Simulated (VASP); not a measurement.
# Ge3W2 (P-4m2) in VASP: single point with PBE

Aim: the single point of Ge3W2 with PBE.

Program: VASP 6.6.1. These are calculated values, not measurements. Logs are shortened: lines on timing, memory, paths and dates and some standing lists are left out, and cuts for length are marked.

### 1 The cell of the first run

The typed cell holds 5 atoms: a = 4.725 Å, b = 4.725 Å, c = 5.327 Å, α = 90.00°, β = 90.00°, γ = 90.00°.

### 2 Single point, PBE

The input, INCAR:

```
  PREC = Accurate
  ENCUT = 520
  EDIFF = 1E-6
  ISMEAR = 0
  SIGMA = 0.1
  LREAL = False
  LASPH = True
  NELM = 60
  ALGO = Normal
  ISIF = 2
  LWAVE = False
  LCHARG = False
  GGA = PE
  NBANDS = 43
```

The input, KPOINTS:

```
regular mesh
0
Gamma
  4 4 4
```

The input, POSCAR:

```
Ge3W2
1.0
    4.7249259634      0.0000000000      0.0000000000
    0.0000000000      4.7249259634      0.0000000000
    0.0000000000      0.0000000000      5.3268240617
Ge W
3 2
Direct
    0.0000000000      0.0000000000      0.7635035993
    0.0000000000      0.0000000000      0.2364964007
    0.5000000000      0.5000000000      0.5000000000
    0.0000000000      0.5000000000      0.4998906278
    0.5000000000      0.0000000000      0.5001093722
```

Potentials or basis: VASP PAW PBE potentials, release 64 (Ge_d, W_sv).

The run is started by

```console
> cat potpaw_PBE.64/Ge_d/POTCAR potpaw_PBE.64/W_sv/POTCAR > POTCAR
> mpirun -np 1 vasp_std > vasp.out
```

OUTCAR:

```text
PREC = Accurate
   ENCUT = 520
   EDIFF = 1E-6
   ISMEAR = 0
   LREAL = False
   LASPH = True
   NELM = 60
   ISIF = 2
   GGA = PE

 ion  position               nearest neighbor table
   1  0.000  0.000  0.764-   2 2.52   5 2.75   5 2.75   4 2.75   4 2.75   2 2.81
   2  0.000  0.000  0.236-   1 2.52   4 2.75   4 2.75   5 2.75   5 2.75   1 2.81
   3  0.500  0.500  0.500-   4 2.36   5 2.36   5 2.36   4 2.36
   4  0.000  0.500  0.500-   3 2.36   3 2.36   2 2.75   2 2.75   1 2.75   1 2.75   5 3.34   5 3.34
                             5 3.34   5 3.34
   5  0.500  0.000  0.500-   3 2.36   3 2.36   1 2.75   1 2.75   2 2.75   2 2.75   4 3.34   4 3.34
                             4 3.34   4 3.34

  LATTYP: Found a simple tetragonal cell.
 ALAT       =     4.7249259634
 C/A-ratio  =     1.1273878370

  Lattice vectors:

 A1 = (   4.7249259634,   0.0000000000,   0.0000000000)
 A2 = (   0.0000000000,   4.7249259634,   0.0000000000)
 A3 = (   0.0000000000,   0.0000000000,   5.3268240617)

Analysis of symmetry for initial positions (statically):
=====================================================================
 Subroutine PRICEL returns:
 Original cell was already a primitive cell.

 Routine SETGRP: Setting up the symmetry group for a
 simple tetragonal supercell.

 Subroutine GETGRP returns: Found  8 space group operations
 (whereof  8 operations were pure point group operations)
 out of a pool of 16 trial point group operations.

The static configuration has the point symmetry D_2d.

Analysis of symmetry for dynamics (positions and initial velocities):
=====================================================================
 Subroutine PRICEL returns:
 Original cell was already a primitive cell.

 Routine SETGRP: Setting up the symmetry group for a
 simple tetragonal supercell.

 Subroutine GETGRP returns: Found  8 space group operations
 (whereof  8 operations were pure point group operations)
 out of a pool of 16 trial point group operations.

The dynamic configuration has the point symmetry D_2d.

 Subroutine INISYM returns: Found  8 space group operations
 (whereof  8 operations are pure point group operations),
 and found     1 'primitive' translations

----------------------------------------------------------------------------------------

                                     Primitive cell

  volume of cell :     118.9209

  direct lattice vectors                    reciprocal lattice vectors
[... 88 lines left out ...]
   EDIFFG = 0.1E-04   stopping-criterion for IOM
   NSW    =      0    number of steps for IOM
   IBRION =     -1    ionic relax: 0-MD 1-quasi-New 2-CG
   NFREE  =      0    steps in history (QN), initial steepest desc. (CG)
   ISIF   =      2    stress and relaxation
   ISYM   =      2    0-nonsym 1-usesym 2-fastsym
   POTIM  = 0.5000    time-step for ionic-motion
   TEBEG  =    0.0;   TEEND  =   0.0 temperature during run
   PSTRESS=    0.0 pullay stress
   NELECT =      70.0000    total number of electrons
   NUPDOWN=      -1.0000    fix difference up-down
   EMIN   =  10.00;   EMAX   =-10.00  energy-range for DOS
   EFERMI =   0.00;   METHOD = LEGACY
   ISMEAR =     0;   SIGMA  =   0.10  broadening in eV -4-tet -1-fermi 0-gaus
   EFERMI_NEDOS =   21; number of points for ismear=-14 and -15
   IALGO  =     38    algorithm
   IMIX   =      4    mixing-type and parameters
     AMIX     =   0.40;   BMIX     =  1.00
     AMIX_MAG =   1.60;   BMIX_MAG =  1.00
  volume/ion in A,a.u.               =      23.78       160.50
  Fermi-wavevector in a.u.,A,eV,Ry     =   1.372002  2.592708 25.611461  1.882389
  Thomas-Fermi vector in A             =   2.497648
   LORBIT       =      0    0 simple, 1 ext, 2 COOP (PROOUT), +10 PAW based schemes
   GGA     = PE    functional components
   LHFCALC =     F    Hartree Fock is set to
   AEXX    =    0.0000 exact exchange contribution
   IVDW    =     0    specifies the selected vdW correction
   LEPSILON=     F    determine dielectric tensor
   LRPA    =     F    only Hartree local field effects (RPA)
 non-spin polarized calculation
 Gauss-broadening in eV      SIGMA  =   0.10
  energy-cutoff  :      520.00
  volume of cell :      118.92
 maximum number of plane-waves:      3236
 NGX is ok and might be reduce to    36
   NGX = 17   NGY = 17   NGZ = 19

 number of electron      70.0000038 magnetization

 Free energy of the ion-electron system (eV)
  ---------------------------------------------------
  ext. energy  EPLUGINS =         0.00000000
  ---------------------------------------------------
  free energy    TOTEN  =       -34.45731478 eV

  energy without entropy =      -34.42010809  energy(sigma->0) =      -34.43871144

 E-fermi :   4.7153     XC(G=0): -10.0599

 val. band max:        4.6998647594   @ k =   0.0000   0.0000   0.0000
 cond. band min:       4.7304146124   @ k =   0.5000   0.2500   0.5000
 fundamental gap:      0.0305498530
 Fermi energy:         4.7152911813

 k-point     1 :       0.0000    0.0000    0.0000
  band No.  band energies     occupation
      1     -69.2850      2.00000
      2     -69.2767      2.00000
      3     -33.6856      2.00000
      4     -33.6856      2.00000
      5     -33.4720      2.00000
      6     -33.4720      2.00000
[... 817 lines left out ...]
     42       9.4603      0.00000
     43      10.6333      0.00000

------------------------ aborting loop because EDIFF is reached ----------------------------------------

  FORCE on cell =-STRESS in cart. coord.  units (eV):
  Direction    XX          YY          ZZ          XY          YZ          ZX
  --------------------------------------------------------------------------------------
  -------------------------------------------------------------------------------------
  Total        0.3572636      0.3572636      0.1640256      0.0000000     -0.0000000      0.0000000
  in kB        4.8132790      4.8132790      2.2098553      0.0000000     -0.0000000      0.0000000
  external PRESSURE =       3.9454711 kB  Pullay stress =       0.0000000 kB

 VOLUME and BASIS-vectors are now :
 -----------------------------------------------------------------------------
  energy-cutoff  :      520.00
  volume of cell :      118.92
      direct lattice vectors                 reciprocal lattice vectors
     4.724925963  0.000000000  0.000000000     0.211643528  0.000000000  0.000000000
     0.000000000  4.724925963  0.000000000     0.000000000  0.211643528  0.000000000
     0.000000000  0.000000000  5.326824062     0.000000000  0.000000000  0.187729121

 POSITION                                       TOTAL-FORCE (eV/Angst)
 -----------------------------------------------------------------------------------
      0.00000      0.00000      4.06705        -0.000000      0.000000      0.013704
      0.00000      0.00000      1.25977        -0.000000      0.000000     -0.013704
      2.36246      2.36246      2.66341        -0.000000      0.000000     -0.000000
      0.00000      2.36246      2.66283        -0.000000      0.000000      0.001735
      2.36246      0.00000      2.66399         0.000000      0.000000     -0.001735
 -----------------------------------------------------------------------------------
    total drift:                                0.000000      0.000000      0.000000

  FREE ENERGIE OF THE ION-ELECTRON SYSTEM (eV)
  ---------------------------------------------------
  free  energy   TOTEN  =       -34.4573147823 eV

  energy  without entropy=      -34.4201080902  energy(sigma->0) =      -34.43871144
```

Wall time 49 s (1 thread of Intel Xeon 6975P-C (Granite Rapids), shared host); peak memory 0.25 GiB.

Results:

```yaml
Free_energy: -34.4573 eV
Pressure: 0.4 GPa
Largest_force: 0.014 eV/Å
Band_gap_on_the_k_mesh: zero (band 35 reaches 5.39 eV, above the bottom of band 36 at 4.61 eV)
```

Forces in eV/Å, atoms in the order of the input:
```
Ge   0.000  0.000  0.014
Ge   0.000  0.000 -0.014
Ge   0.000  0.000  0.000
W    0.000  0.000  0.002
W    0.000  0.000 -0.002
```

Stress tensor (GPa, compression positive):
```
0.48 0.00 0.00
0.00 0.48 0.00
0.00 0.00 0.22
```

Caveat: spin-orbit coupling is left out, which moves the levels of the heavy elements.
